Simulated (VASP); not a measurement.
The system is MgF2.

```
Mg F
1.0
     4.62202    0.00000    0.00000
     0.00000    4.62202    0.00000
     0.00000    0.00000    3.01565
Mg F
2 4
Direct
  0.00000 0.00000 0.00000
  0.50000 0.50000 0.50000
  0.30249 0.30249 0.00000
  0.19751 0.80249 0.50000
  0.80249 0.19751 0.50000
  0.69751 0.69751 0.00000
```

This cell differs from its parent crystal: uniaxial z strain -1.0%.

Base run:

```yaml
Program: VASP 6.6.1
Functional: PBE
Potentials_or_basis: VASP PAW PBE potentials, release 64 (Mg, F)
Cutoff: 600 eV
k_mesh: 6 × 6 × 8
Occupations: fermi-dirac, width 0.02 eV
Spin: no spin polarisation
```

Its results: band gap on the k mesh 7.20 eV; pressure 5.1 GPa; largest force 0.028 eV/Å.

Task: The run is repeated on the same cell with these changes: functional from PBE to r2SCAN; cutoff from 600 eV to 660 eV; occupations from fermi-dirac, width 0.02 eV to gaussian, width 0.01 eV. What comes out?

Result: Band gap on the k mesh 8.12 eV; pressure -0.3 GPa; largest force 0.007 eV/Å.

Caveats: the structure was generated, so it needn't be the stable form of MgF2; the cell stands under pressure (at least some runs); the PAW data sets were made with another functional, which shifts forces and pressure a little (at least some runs).

A k mesh can miss the band edges.
